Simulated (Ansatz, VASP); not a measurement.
## Ag in VASP and in Ansatz

Contents of INCAR:

```
SYSTEM = Ag
PREC = Accurate ; ENCUT = 500
EDIFF = 1E-6 ; ISMEAR = 0
SIGMA = 0.15 ; LREAL = .False.
LASPH = .True. ; NELM = 120
ALGO = Normal ; ISIF = 2
LWAVE = .False. ; LCHARG = .False.
GGA = PS ; NBANDS = 18
GGA_COMPAT = .False.
```

The input KPOINTS:

```
regular mesh
0
Gamma
  12 12 14
  0 0 0
```

The input POSCAR:

```
Ag
1.0
    0.0000000000     -2.0272070349     -2.0272070349
   -2.0272070349      0.0000000000     -2.0272070349
    2.0272070349      2.0272070349     -4.0544140698
Ag
2
Direct
    0.5515730953      0.4604812462      0.4881689697
   -0.0515730953      0.0395187538      0.0118310303
```

Input for Ansatz:

```yaml
crystal:
  lattice:
    - [0.0, -2.0272070349, -2.0272070349]
    - [-2.0272070349, 0.0, -2.0272070349]
    - [2.0272070349, 2.0272070349, -4.0544140698]
  atoms:
    - { symbol: Ag, position: [0.5515730953, 0.4604812462, 0.4881689697] }
    - { symbol: Ag, position: [-0.0515730953, 0.0395187538, 0.0118310303] }
basis:
  ecutwfc: 420
kpoints:
  mp_grid: { grid: [12, 12, 14] }
hamiltonian:
  xc: pbesol
scf:
  occupations: { method: gaussian, width: 0.15 }
output:
  forces: true
  stress: true
  eigenvalues: true
```

Alike in both runs: task single point; functional PBEsol; k mesh 12 × 12 × 14; occupations gaussian, width 0.15 eV; no spin polarisation.

|  | VASP | Ansatz |
| --- | --- | --- |
| version | VASP 6.6.1 | Ansatz 0.2.0 |
| potentials or method | VASP PAW PBE potentials, release 64 (Ag), cutoff 500 eV | scalar-relativistic, plane waves, PAW |
| valence electrons in the cell | 22 | 38 |

```tsv
	VASP	Ansatz	Ansatz less VASP
gap on the k mesh at the Fermi level (eV)	none	none	-
pressure (GPa)	1.4	1.7	+0.20
traceless stress, the component that is largest in VASP (GPa)	-1.81	-1.84	-0.024
rms of the force components (eV/Å)	0.489	0.495	+0.0059
```

VASP's potentials were made for PBE, not for PBEsol. Atom by atom the forces differ by 0.006 eV/Å (rms over components). A gap of «none» marks a metal or a gap that the smearing closes. The functional is the same, so the differences come from potentials, cutoffs and numerics. VASP's potentials hold 22 valence electrons a cell and Ansatz's 38, so a difference there can come from the potentials and not from the codes.
